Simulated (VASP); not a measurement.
Wanted: the native input for a VASP 6.6.1 run.

```
Task                   : single point
Functional             : r2SCAN
Potentials or basis    : VASP PAW PBE potentials, release 64 (Mg, O)
Cutoff                 : 520 eV
k mesh                 : 2 × 2 × 1
Occupations            : gaussian, width 0.05 eV
Spin                   : no spin polarisation
Dipole correction      : no
Further INCAR settings : LREAL = Auto; ALGO = Normal; EDIFF = 1e-06; NBANDS = 67
```

Mg13O12, a slab with vacuum:

```
CELL_PARAMETERS angstrom
5.72898 0.00000 0.00000
2.86449 4.96144 0.00000
0.00000 0.00000 17.84711
ATOMIC_POSITIONS crystal
Mg 0.00000 0.00000 0.05603
Mg 0.00000 0.50000 0.05603
Mg 0.50000 0.00000 0.05603
Mg 0.50000 0.50000 0.05603
Mg 0.66461 0.67081 0.19784
Mg 0.66462 0.16462 0.19784
Mg 0.16667 0.66667 0.19886
Mg 0.17080 0.16461 0.19784
Mg 0.33398 0.33206 0.34291
Mg 0.33396 0.83397 0.34291
Mg 0.83333 0.33334 0.32309
Mg 0.83206 0.83398 0.34291
Mg 0.83336 0.33335 0.45774
O 0.33333 0.83333 0.12156
O 0.33333 0.33333 0.12156
O 0.83333 0.83333 0.12156
O 0.83333 0.33333 0.12156
O 0.00028 0.50029 0.25856
O 0.00029 0.99944 0.25857
O 0.49943 0.50029 0.25857
O 0.50002 0.00002 0.26224
O 0.67590 0.17590 0.39686
O 0.67590 0.64820 0.39685
O 0.14820 0.17591 0.39685
O 0.16666 0.66666 0.40144
```

These files were run (other wordings do the same):

POSCAR

```
Mg13O12
1.0
    5.7289790000      0.0000000000      0.0000000000
    2.8644900000      4.9614410000      0.0000000000
    0.0000000000      0.0000000000     17.8471150000
Mg O
13 12
Direct
    0.0000000000      0.0000000000      0.0560315000
    0.0000000000      0.5000000000      0.0560315000
    0.5000000000      0.0000000000      0.0560315000
    0.5000000000      0.5000000000      0.0560315000
    0.6646055046      0.6708080713      0.1978441817
    0.6646157838      0.1646201679      0.1978353704
    0.1666677098      0.6666720952      0.1988598453
    0.1708038478      0.1646116362      0.1978449832
    0.3339775907      0.3320578956      0.3429079032
    0.3339649008      0.8339716782      0.3429089532
    0.8333314611      0.3333404003      0.3230923924
    0.8320579059      0.8339754332      0.3429096716
    0.8333577881      0.3333506947      0.4577415409
    0.3333333000      0.8333333000      0.1215559000
    0.3333333000      0.3333333000      0.1215559000
    0.8333333000      0.8333333000      0.1215559000
    0.8333333000      0.3333333000      0.1215559000
    0.0002835902      0.5002890178      0.2585647538
    0.0002926276      0.9994367132      0.2585672038
    0.4994317255      0.5002945467      0.2585678319
    0.5000161606      1.0000165588      0.2622448321
    0.6759014855      0.1758965711      0.3968645941
    0.6759022568      0.6481964474      0.3968516544
    0.1481998877      0.1759062857      0.3968519163
    0.1666635944      0.6666617266      0.4014426947
```

INCAR.step1

```
  ALGO = Normal
  EDIFF = 1E-4
  ENCUT = 520
  GGA = PE
  ISMEAR = 0
  LASPH = True
  LCHARG = False
  LREAL = Auto
  LWAVE = True
  NBANDS = 67
  NELM = 60
  PREC = Accurate
  SIGMA = 0.05
```

INCAR.step2

```
  ALGO = Normal
  EDIFF = 1E-6
  ENCUT = 520
  ISIF = 2
  ISMEAR = 0
  ISTART = 1
  LASPH = True
  LCHARG = True
  LELF = True
  LMIXTAU = True
  LREAL = Auto
  LVHAR = True
  LWAVE = False
  METAGGA = R2SCAN
  NBANDS = 67
  NELM = 60
  PREC = Accurate
  SIGMA = 0.05
```

KPOINTS

```
k-points
0
Gamma
  2 2 1
```

Potentials or basis: VASP PAW PBE potentials, release 64 (Mg, O).

Launch:

```sh
$ cat potpaw_PBE.64/Mg/POTCAR potpaw_PBE.64/O/POTCAR > POTCAR
$ cp INCAR.step1 INCAR
$ mpirun -np 1 vasp_std > vasp.out
$ cp INCAR.step2 INCAR
$ mpirun -np 1 vasp_std > vasp.out
```

Results of the run:

The largest force is 0.493 eV/Å and the band gap on the k mesh is zero (bands 49 and 50 overlap by 0.19 eV).

Caveat: the k points lie up to 0.63 Å⁻¹ apart; there is no dipole correction, which matters where the two faces differ; the PAW data sets were made with another functional, which shifts forces and pressure a little.

It took 28 min on 1 thread of Intel(R) Xeon(R) Platinum 8259CL CPU @ 2.50GHz (Skylake/Cascade Lake), with other jobs on the host, peak memory 0.78 GiB.
